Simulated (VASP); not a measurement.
## SiO2: single point with PBE

Crystal: SiO2.

```xyz
6
Lattice="4.2359 0.0000 0.0000 0.0000 4.2359 0.0000 0.0000 0.0000 2.6898" Properties=species:S:1:pos:R:3 pbc="T T T"
Si    2.1179    2.1179    1.3449
Si    0.0000    0.0000    0.0000
O     2.8961    2.9750    0.0000
O     0.7781    3.3788    1.3449
O     1.3398    1.2609    0.0000
O     3.4578    0.8570    1.3449
```

This cell differs from its parent crystal: atoms displaced along a vibrational mode.

```yaml
Program: VASP 6.6.1
Task: single point
Functional: PBE
Potentials_or_basis: VASP PAW PBE potentials, release 64 (Si, O)
Cutoff: 520 eV
k_mesh: 6 × 6 × 8
Occupations: gaussian, width 0.05 eV
Spin: no spin polarisation
Dipole_correction: no
Further_INCAR_settings: ALGO = Normal; EDIFF = 1e-06; NBANDS = 25
```

| Quantity | Value |
| --- | --- |
| Pressure | 0.0 GPa |
| Largest force | 0.167 eV/Å |
| Band gap on the k mesh | 5.05 eV |

Forces in eV/Å, atoms in the order of the input:
```
Si   0.000  0.000  0.000
Si   0.000  0.000  0.000
O    0.120 -0.116  0.000
O    0.120  0.116  0.000
O   -0.120  0.116  0.000
O   -0.120 -0.116  0.000
```

Stress tensor (GPa, compression positive):
```
 2.18  0.00  0.00
 0.00 -2.68  0.00
 0.00  0.00  0.52
```

Levels at points of the mesh, in eV from the valence-band top:
```
           k point  band 13  band 14  band 15  band 16  band 17  band 18  band 19  band 20
(0.00, 0.00, 0.00)    -2.47    -0.87    -0.75     0.00     5.05     6.64     8.31     8.35
(0.50, 0.00, 0.00)    -2.60    -2.60    -1.12    -1.12     7.39     7.39     8.97     8.97
(0.00, 0.50, 0.00)    -2.56    -2.56    -0.89    -0.89     7.23     7.23     8.83     8.83
(0.50, 0.50, 0.00)    -2.52    -2.52    -2.13    -2.13     7.04     7.04     9.79     9.79
(0.00, 0.00, 0.50)    -2.85    -2.85    -2.51    -2.51     8.63     8.63    12.20    12.20
(0.50, 0.00, 0.50)    -2.08    -2.08    -1.71    -1.71     8.32     8.32     9.43     9.43
(0.00, 0.50, 0.50)    -2.28    -2.28    -1.57    -1.57     8.56     8.56     9.46     9.46
(0.50, 0.50, 0.50)    -1.71    -1.71    -1.42    -1.42     6.82     6.82    10.70    10.70
```

Run time: 81 s on 1 thread of Intel Xeon 8259CL, on a shared host, peak memory 0.2 GiB.

Caveat: the cell differs from its parent crystal (atoms displaced along a vibrational mode). A k mesh can miss the band edges.
